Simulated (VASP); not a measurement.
Here is a VASP 6.6.1 calculation.

Contents of POSCAR:

```
GaN
1.0
    0.0000000000      2.2976981147      2.2976981147
    2.2976981147      0.0000000000      2.2976981147
    2.2976981147      2.2976981147      0.0000000000
Ga N
1 1
Direct
    0.0000000000      0.0000000000      0.0000000000
    0.2500000000      0.2500000000      0.2500000000
```

INCAR.step1

```
PREC = Accurate ; ENCUT = 520
EDIFF = 1E-5 ; ISMEAR = -1
SIGMA = 0.05 ; LREAL = False
LASPH = True ; NELM = 100
ALGO = Normal ; ISIF = 2
LWAVE = True ; GGA = PE
NBANDS = 16
```

INCAR.step2

```
PREC = Accurate ; ENCUT = 520
EDIFF = 1E-7 ; ISMEAR = -1
SIGMA = 0.05 ; LREAL = False
LASPH = True ; NELM = 100
ALGO = Normal ; ISIF = 2
LWAVE = False ; LCHARG = True
GGA = B5 ; LHFCALC = True
AEXX = 0.5 ; ALDAX = 0.5
AGGAX = 0.5 ; AGGAC = 1.0
ALDAC = 0.0 ; PRECFOCK = Normal
LELF = True ; LVHAR = True
ISTART = 1 ; NBANDS = 16
```

Contents of KPOINTS:

```
Automatic mesh
0
Gamma
  5 5 5
```

Potentials or basis: VASP PAW PBE potentials, release 64 (Ga_d, N).

Run with:

```sh
$ cat potpaw_PBE.64/Ga_d/POTCAR potpaw_PBE.64/N/POTCAR > POTCAR
$ cp INCAR.step1 INCAR
$ mpirun -np 1 vasp_std > vasp.out
$ cp INCAR.step2 INCAR
$ mpirun -np 1 vasp_std > vasp.out
```

Estimate the band gap on the k mesh.

5.48 eV.

Predict the pressure.

-11.6 GPa.

Caveat: the k points lie up to 0.47 Å⁻¹ apart; the PAW data sets were made with another functional, which shifts forces and pressure a little.
